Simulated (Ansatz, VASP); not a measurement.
**Nb: VASP beside Ansatz**

File INCAR:

```
SYSTEM = Nb
PREC = Accurate ; ENCUT = 500
EDIFF = 1E-6 ; ISMEAR = 0
SIGMA = 0.1 ; LREAL = .False.
LASPH = .True. ; NELM = 120
ALGO = Normal ; ISIF = 2
LWAVE = .False. ; LCHARG = .False.
GGA = PE ; IVDW = 12
NBANDS = 12 ; GGA_COMPAT = .False.
```

KPOINTS

```
Automatic mesh
0
Gamma
  8 8 8
  0 0 0
```

Contents of POSCAR:

```
Nb
1.0
   -1.6639500000      1.6639500000      1.6639500000
    1.6639500000     -1.6639500000      1.6639500000
    1.6639500000      1.6639500000     -1.6639500000
Nb
1
Direct
    0.0000000000      0.0000000000      0.0000000000
```

Input for Ansatz:

```yaml
crystal:
  lattice:
    - [-1.66395, 1.66395, 1.66395]
    - [1.66395, -1.66395, 1.66395]
    - [1.66395, 1.66395, -1.66395]
  atoms:
    - { symbol: Nb, position: [0.0, 0.0, 0.0] }
basis:
  ecutwfc: 420
kpoints:
  mp_grid: { grid: [8, 8, 8] }
hamiltonian:
  xc: pbe
  dispersion: d3bj
scf:
  occupations: { method: gaussian, width: 0.1 }
output:
  forces: true
  stress: true
  eigenvalues: true
```

Alike in both runs: task single point; functional PBE; dispersion D3(BJ); k mesh 8 × 8 × 8; occupations gaussian, width 0.1 eV; no spin polarisation.

|  | VASP | Ansatz |
| --- | --- | --- |
| version | VASP 6.6.1 | Ansatz 0.2.0 |
| potentials or method | VASP PAW PBE potentials, release 64 (Nb_sv), cutoff 500 eV | scalar-relativistic, plane waves, PAW |
| valence electrons in the cell | 13 | 13 |

Ansatz gave:

| Property | Result |
| --- | --- |
| gap on the k mesh at the Fermi level (eV) | none |
| pressure (GPa) | -8.8 |

Which values does VASP return?

gap on the k mesh at the Fermi level (eV): none; pressure (GPa): -9.2.

A gap of «none» marks a metal or a gap that the smearing closes.
